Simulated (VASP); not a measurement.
# SnO (Pm-3m) in VASP: settings compared

Aim: see how the results for SnO move with the level of theory and the settings. Levels: PBE, r2SCAN. Tasks: single point.

Program: VASP 6.6.1. These are calculated values, not measurements. Logs are shortened: lines on timing, memory, paths and dates and some standing lists are left out, and cuts for length are marked.

## Step 1: The cell of the first run

Symmetry: Pm-3m, No. 221, cubic system. Conventional cell: a = 3.103 Å, b = 3.103 Å, c = 3.103 Å, α = 90.00°, β = 90.00°, γ = 90.00°. Sn (site symmetry m-3m) has 8 O at 2.69 Å and 6 Sn at 3.10 Å within 3.5 Å. O (site symmetry m-3m) has 8 Sn at 2.69 Å and 6 O at 3.10 Å within 3.5 Å.

## Step 2: Single point, PBE

INCAR reads:

```
SYSTEM = SnO
PREC = Accurate ; ENCUT = 600
EDIFF = 1E-6 ; ISMEAR = -1
SIGMA = 0.02 ; LREAL = .False.
LASPH = .True. ; NELM = 120
ALGO = Normal ; ISIF = 2
LWAVE = .False. ; LCHARG = .False.
GGA = PE ; NBANDS = 17
GGA_COMPAT = .False.
```

KPOINTS reads:

```
Automatic mesh
0
Gamma
  6 6 6
  0 0 0
```

POSCAR reads:

```
SnO
1.0
    3.1034067830      0.0000000000      0.0000000000
    0.0000000000      3.1034067830      0.0000000000
    0.0000000000      0.0000000000      3.1034067830
Sn O
1 1
Direct
    0.0000000000      0.0000000000      0.0000000000
    0.5000000000      0.5000000000      0.5000000000
```

Potentials or basis: VASP PAW PBE potentials, release 64 (Sn_d, O).

On the command line:

```console
$ cat potpaw_PBE.64/Sn_d/POTCAR potpaw_PBE.64/O/POTCAR > POTCAR
$ mpirun -np 1 vasp_std > vasp.out
```

OUTCAR:

```text
SYSTEM = SnO
   PREC = Accurate
   ENCUT = 600
   EDIFF = 1E-6
   ISMEAR = -1
   LREAL = .False.
   LASPH = .True.
   NELM = 120
   ISIF = 2
   GGA = PE

 ion  position               nearest neighbor table
   1  0.000  0.000  0.000-   2 2.69   2 2.69   2 2.69   2 2.69   2 2.69   2 2.69   2 2.69   2 2.69

   2  0.500  0.500  0.500-   1 2.69   1 2.69   1 2.69   1 2.69   1 2.69   1 2.69   1 2.69   1 2.69

  LATTYP: Found a simple cubic cell.
 ALAT       =     3.1034067830

  Lattice vectors:

 A1 = (   3.1034067830,   0.0000000000,   0.0000000000)
 A2 = (   0.0000000000,   3.1034067830,   0.0000000000)
 A3 = (   0.0000000000,   0.0000000000,   3.1034067830)

Analysis of symmetry for initial positions (statically):
=====================================================================
 Subroutine PRICEL returns:
 Original cell was already a primitive cell.

 Routine SETGRP: Setting up the symmetry group for a
 simple cubic supercell.

 Subroutine GETGRP returns: Found 48 space group operations
 (whereof 48 operations were pure point group operations)
 out of a pool of 48 trial point group operations.

The static configuration has the point symmetry O_h .

Analysis of symmetry for dynamics (positions and initial velocities):
=====================================================================
 Subroutine PRICEL returns:
 Original cell was already a primitive cell.

 Routine SETGRP: Setting up the symmetry group for a
 simple cubic supercell.

 Subroutine GETGRP returns: Found 48 space group operations
 (whereof 48 operations were pure point group operations)
 out of a pool of 48 trial point group operations.

The dynamic configuration has the point symmetry O_h .

 Subroutine INISYM returns: Found 48 space group operations
 (whereof 48 operations are pure point group operations),
 and found     1 'primitive' translations

----------------------------------------------------------------------------------------

                                     Primitive cell

  volume of cell :      29.8893

  direct lattice vectors                    reciprocal lattice vectors
     3.103406783  0.000000000  0.000000000     0.322226530  0.000000000  0.000000000
     0.000000000  3.103406783  0.000000000     0.000000000  0.322226530  0.000000000
     0.000000000  0.000000000  3.103406783     0.000000000  0.000000000  0.322226530

  length of vectors
     3.103406783  3.103406783  3.103406783     0.322226530  0.322226530  0.322226530

  position of ions in fractional coordinates (direct lattice)
     0.000000000  0.000000000  0.000000000
     0.500000000  0.500000000  0.500000000

  ion indices of the primitive-cell ions
   primitive index   ion index
                 1           1
                 2           2

----------------------------------------------------------------------------------------

 KPOINTS: Automatic mesh

Automatic generation of k-mesh.
 Grid dimensions read from file:
 generate k-points for:    6    6    6

 Generating k-lattice:

  Cartesian coordinates                     Fractional coordinates (reciprocal lattice)
     0.053704422  0.000000000  0.000000000     0.166666667  0.000000000  0.000000000
     0.000000000  0.053704422  0.000000000     0.000000000  0.166666667  0.000000000
     0.000000000  0.000000000  0.053704422     0.000000000  0.000000000  0.166666667

  Length of vectors
     0.053704422  0.053704422  0.053704422

  Shift w.r.t. Gamma in fractional coordinates (k-lattice)
     0.000000000  0.000000000  0.000000000

 Subroutine IBZKPT returns following result:
 ===========================================

 Found     20 irreducible k-points:

 Following reciprocal coordinates:
            Coordinates               Weight
  0.000000  0.000000  0.000000      1.000000
  0.166667  0.000000  0.000000      6.000000
  0.333333  0.000000  0.000000      6.000000
  0.500000  0.000000  0.000000      3.000000
  0.166667  0.166667  0.000000     12.000000
  0.333333  0.166667  0.000000     24.000000
[... 12 lines left out ...]
  0.500000  0.500000  0.333333      6.000000
  0.500000  0.500000  0.500000      1.000000
   k-points           NKPTS =     20   k-points in BZ     NKDIM =     20   number of bands    NBANDS=     17
   number of dos      NEDOS =    301   number of ions     NIONS =      2
   total plane-waves  NPLWV =  21952
   dimension x,y,z NGX =    28 NGY =   28 NGZ =   28
   dimension x,y,z NGXF=    56 NGYF=   56 NGZF=   56
   ions per type =               1   1
   NGX,Y,Z   is equivalent  to a cutoff of  15.00, 15.00, 15.00 a.u.
   NGXF,Y,Z  is equivalent  to a cutoff of  30.00, 30.00, 30.00 a.u.
 SYSTEM =  SnO
   PREC   = accura    normal or accurate (medium, high low for compatibility)
   ISTART =      0    job   : 0-new  1-cont  2-samecut
   ICHARG =      2    charge: 1-file 2-atom 10-const
   ISPIN  =      1    spin polarized calculation?
   LNONCOLLINEAR =      F non collinear calculations
   LSORBIT =      F    spin-orbit coupling
   LASPH  =      T    aspherical Exc in radial PAW
   ENCUT  =  600.0 eV  44.10 Ry    6.64 a.u.   6.20  6.20  6.20*2*pi/ulx,y,z
   NELM   =    120;   NELMIN=  2; NELMDL= -5     # of ELM steps
   EDIFF  = 0.1E-05   stopping-criterion for ELM
   LREAL  =      F    real-space projection
   EDIFFG = 0.1E-04   stopping-criterion for IOM
   NSW    =      0    number of steps for IOM
   IBRION =     -1    ionic relax: 0-MD 1-quasi-New 2-CG
   NFREE  =      0    steps in history (QN), initial steepest desc. (CG)
   ISIF   =      2    stress and relaxation
   ISYM   =      2    0-nonsym 1-usesym 2-fastsym
   POTIM  = 0.5000    time-step for ionic-motion
   TEBEG  =    0.0;   TEEND  =   0.0 temperature during run
   PSTRESS=    0.0 pullay stress
   NELECT =      20.0000    total number of electrons
   NUPDOWN=      -1.0000    fix difference up-down
   EMIN   =  10.00;   EMAX   =-10.00  energy-range for DOS
   EFERMI =   0.00;   METHOD = LEGACY
   ISMEAR =    -1;   SIGMA  =   0.02  broadening in eV -4-tet -1-fermi 0-gaus
   EFERMI_NEDOS =   21; number of points for ismear=-14 and -15
   IALGO  =     38    algorithm
   IMIX   =      4    mixing-type and parameters
     AMIX     =   0.40;   BMIX     =  1.00
     AMIX_MAG =   1.60;   BMIX_MAG =  1.00
  volume/ion in A,a.u.               =      14.94       100.85
  Fermi-wavevector in a.u.,A,eV,Ry     =   1.431900  2.705899 27.896550  2.050339
  Thomas-Fermi vector in A             =   2.551586
   LORBIT       =      0    0 simple, 1 ext, 2 COOP (PROOUT), +10 PAW based schemes
   GGA     = PE    functional components
   LHFCALC =     F    Hartree Fock is set to
   AEXX    =    0.0000 exact exchange contribution
   IVDW    =     0    specifies the selected vdW correction
   LEPSILON=     F    determine dielectric tensor
   LRPA    =     F    only Hartree local field effects (RPA)
 non-spin polarized calculation
  energy-cutoff  :      600.00
  volume of cell :       29.89
 maximum number of plane-waves:      1021
 NGX is ok and might be reduce to    28
   NGX = 13   NGY = 13   NGZ = 13

 number of electron      19.9999995 magnetization

 Free energy of the ion-electron system (eV)
  ---------------------------------------------------
  ext. energy  EPLUGINS =         0.00000000
  ---------------------------------------------------
  free energy    TOTEN  =        -9.83022639 eV

  energy without entropy =       -9.83013929  energy(sigma->0) =       -9.83018284

 E-fermi :   8.2941     XC(G=0): -11.4076

 val. band max:        8.1795826961   @ k =   0.5000   0.1667   0.0000
 cond. band min:       8.3807295065   @ k =   0.5000   0.5000   0.5000
 fundamental gap:      0.2011468104
 Fermi energy:         8.2941204143

 k-point     1 :       0.0000    0.0000    0.0000
  band No.  band energies     occupation
      1     -13.3402      2.00000
      2     -13.3402      2.00000
      3     -12.9625      2.00000
      4     -12.9625      2.00000
      5     -12.9625      2.00000
      6      -9.6856      2.00000
[... 9 lines left out ...]
     16      27.6694      0.00000
     17      28.0691      0.00000

 k-point     2 :       0.1667    0.0000    0.0000
  band No.  band energies     occupation
      1     -13.3359      2.00000
      2     -13.2722      2.00000
      3     -12.9865      2.00000
      4     -12.9865      2.00000
      5     -12.9605      2.00000
      6      -9.5228      2.00000
[... 9 lines left out ...]
     16      25.2504      0.00000
     17      26.7864      0.00000

 k-point     3 :       0.3333    0.0000    0.0000
  band No.  band energies     occupation
      1     -13.3275      2.00000
      2     -13.1361      2.00000
      3     -13.0340      2.00000
      4     -13.0340      2.00000
      5     -12.9565      2.00000
      6      -9.1626      2.00000
[... 9 lines left out ...]
     16      22.9955      0.00000
     17      26.0561      0.00000

 k-point     4 :       0.5000    0.0000    0.0000
  band No.  band energies     occupation
      1     -13.3232      2.00000
      2     -13.0680      2.00000
      3     -13.0575      2.00000
      4     -13.0575      2.00000
      5     -12.9545      2.00000
      6      -8.9612      2.00000
[... 9 lines left out ...]
     16      25.5704      0.00000
     17      26.0726      0.00000
[... 263 lines left out ...]
      1     -13.1742      2.00000
      2     -13.1414      2.00000
      3     -13.1092      2.00000
      4     -12.9980      2.00000
      5     -12.9239      2.00000
      6      -8.3369      2.00000
[... 9 lines left out ...]
     16      21.4412      0.00000
     17      29.7793      0.00000

 k-point    19 :       0.5000    0.5000    0.3333
  band No.  band energies     occupation
      1     -13.1941      2.00000
      2     -13.1382      2.00000
      3     -13.1382      2.00000
      4     -12.9598      2.00000
      5     -12.8827      2.00000
      6      -8.2792      2.00000
[... 9 lines left out ...]
     16      21.1005      0.00000
     17      29.2148      0.00000

 k-point    20 :       0.5000    0.5000    0.5000
  band No.  band energies     occupation
      1     -13.1697      2.00000
      2     -13.1697      2.00000
      3     -13.1697      2.00000
      4     -12.8813      2.00000
      5     -12.8813      2.00000
      6      -8.2563      2.00000
[... 9 lines left out ...]
     16      20.9036      0.00000
     17      28.3405      0.00000

------------------------ aborting loop because EDIFF is reached ----------------------------------------

  FORCE on cell =-STRESS in cart. coord.  units (eV):
  Direction    XX          YY          ZZ          XY          YZ          ZX
  --------------------------------------------------------------------------------------
  -------------------------------------------------------------------------------------
  Total        0.5884816      0.5884816      0.5884816      0.0000000     -0.0000000      0.0000000
  in kB       31.5447682     31.5447682     31.5447682      0.0000000     -0.0000000      0.0000000
  external PRESSURE =      31.5447682 kB  Pullay stress =       0.0000000 kB

 VOLUME and BASIS-vectors are now :
 -----------------------------------------------------------------------------
  energy-cutoff  :      600.00
  volume of cell :       29.89
      direct lattice vectors                 reciprocal lattice vectors
     3.103406783  0.000000000  0.000000000     0.322226530  0.000000000  0.000000000
     0.000000000  3.103406783  0.000000000     0.000000000  0.322226530  0.000000000
     0.000000000  0.000000000  3.103406783     0.000000000  0.000000000  0.322226530

 POSITION                                       TOTAL-FORCE (eV/Angst)
 -----------------------------------------------------------------------------------
      0.00000      0.00000      0.00000         0.000000      0.000000      0.000000
      1.55170      1.55170      1.55170         0.000000      0.000000      0.000000
 -----------------------------------------------------------------------------------
    total drift:                               -0.000000      0.000000      0.000000

  FREE ENERGIE OF THE ION-ELECTRON SYSTEM (eV)
  ---------------------------------------------------
  free  energy   TOTEN  =        -9.8302263867 eV

  energy  without entropy=       -9.8301392901  energy(sigma->0) =       -9.83018284
```

Run time: 8.4 s. Hardware: 1 thread of Intel Xeon Platinum 8488C (Sapphire Rapids), shared host; peak memory 0.16 GiB.

Results:

```yaml
Free_energy: -9.8302 eV
Pressure: 3.2 GPa
Band_gap_on_the_k_mesh: 0.20 eV (least direct gap 0.88 eV)
```

Levels at points of the mesh, in eV from the valence-band top:
```
           k point  band 8  band 9  band 10  band 11  band 12  band 13
(0.00, 0.00, 0.00)   -2.31   -2.31    -2.31     8.31     8.31     8.39
(0.50, 0.00, 0.00)   -1.55   -1.55    -0.82     0.74     7.49     7.49
(0.50, 0.50, 0.00)   -5.32   -4.51    -1.42     3.74     3.74     8.94
(0.50, 0.50, 0.50)   -3.12   -3.12    -0.97     0.20     0.20     0.20
```

Caveat: the cell stands under pressure; spin-orbit coupling is left out, which moves the levels of the heavy elements. A k mesh can miss the band edges.

(Part 1 of 2 ends here.)
